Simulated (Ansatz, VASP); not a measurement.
# KTaO3 in VASP and in Ansatz

```
CELL_PARAMETERS angstrom
4.01600 0.00000 0.00000
0.00000 4.01600 0.00000
0.00000 0.00000 4.01600
ATOMIC_POSITIONS crystal
K 0.50000 0.50000 0.50000
Ta 0.00000 0.00000 0.00000
O 0.50000 0.00000 0.00000
O 0.00000 0.50000 0.00000
O 0.00000 0.00000 0.50000
```

Alike in both runs: functional r2SCAN; k mesh 8 × 8 × 8; occupations fermi-dirac, width 0.02 eV; no spin polarisation.

Ansatz relaxed the structure, and its values are those at the end. VASP's run is a single point on that final structure, the one shown.

```csv
,VASP,Ansatz
version,VASP 6.6.1,Ansatz 0.2.0
potentials or method,"VASP PAW PBE potentials, release 64 (K_sv, Ta_sv_GW, O), cutoff 770 eV",PAW plane waves
valence electrons in the cell,40,40
```

Ansatz gave:

```
gap on the k mesh at the Fermi level (eV) : 2.59
pressure (GPa)                            : -4.0
```

What did VASP give for the same quantities?

gap on the k mesh at the Fermi level (eV): 2.56; pressure (GPa): -3.8.

VASP's potentials were made for PBE, not for r2SCAN. With one functional, cell and mesh, what is left measures potentials, basis and numerics. Ansatz's warnings: stress scf threshold loose.

Spin-orbit coupling is off throughout.
